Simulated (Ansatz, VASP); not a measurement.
## MgAu: VASP beside Ansatz

Contents of INCAR:

```
SYSTEM = MgAu
PREC = Accurate ; ENCUT = 520
EDIFF = 1E-8 ; ISMEAR = -1
SIGMA = 0.05 ; LREAL = .FALSE.
LASPH = .TRUE. ; NELM = 80
ALGO = Normal ; ISIF = 2
LWAVE = .FALSE. ; LCHARG = .FALSE.
GGA = CA ; LEFG = .TRUE.
NBANDS = 14
```

Contents of KPOINTS:

```
Automatic mesh
0
G
  13 13 13
  0 0 0
```

File POSCAR:

```
MgAu
1.0
    3.2371268577      0.0000000000      0.0000000000
    0.0000000000      3.2371268577      0.0000000000
    0.0000000000      0.0000000000      3.2371268577
Mg Au
1 1
Direct
    0.5000000000      0.5000000000      0.5000000000
    0.0000000000      0.0000000000      0.0000000000
```

Input for Ansatz:

```yaml
crystal:
  lattice:
    - [3.2371268577, 0.0, 0.0]
    - [0.0, 3.2371268577, 0.0]
    - [0.0, 0.0, 3.2371268577]
  atoms:
    - { symbol: Mg, position: [0.5, 0.5, 0.5] }
    - { symbol: Au, position: [0.0, 0.0, 0.0] }
kpoints:
  mp_grid: { grid: [13, 13, 13] }
scf:
  occupations: { method: fermi_dirac, width: 0.05 }
hamiltonian:
  xc: lda
  pseudopotentials: { kind: all_electron, datasets: crystal }
output:
  forces: true
  stress: true
  eigenvalues: true
  efg: { contact_densities: true }
```

Change from the starting cell: volume scaled by 0.98, crystal datasets.

Alike in both runs: task electric field gradients; functional LDA; k mesh 13 × 13 × 13; occupations fermi-dirac, width 0.05 eV; no spin polarisation.

|  | VASP | Ansatz |
| --- | --- | --- |
| version | VASP 6.6.1 | Ansatz 0.2.0 |
| potentials or method | VASP PAW LDA potentials, release 64 (Mg, Au), cutoff 520 eV | all-electron PAW with datasets made for the crystal, scalar-relativistic |

Ansatz gave:

```
pressure (GPa) : -1.7
```

Estimate VASP's values.

pressure (GPa): -2.1.

LDA's correlation is that of Perdew and Zunger in VASP and of Perdew and Wang (1992) in Ansatz. Ansatz ran all-electron here, and VASP with PAW potentials.

Spin-orbit coupling is off throughout.
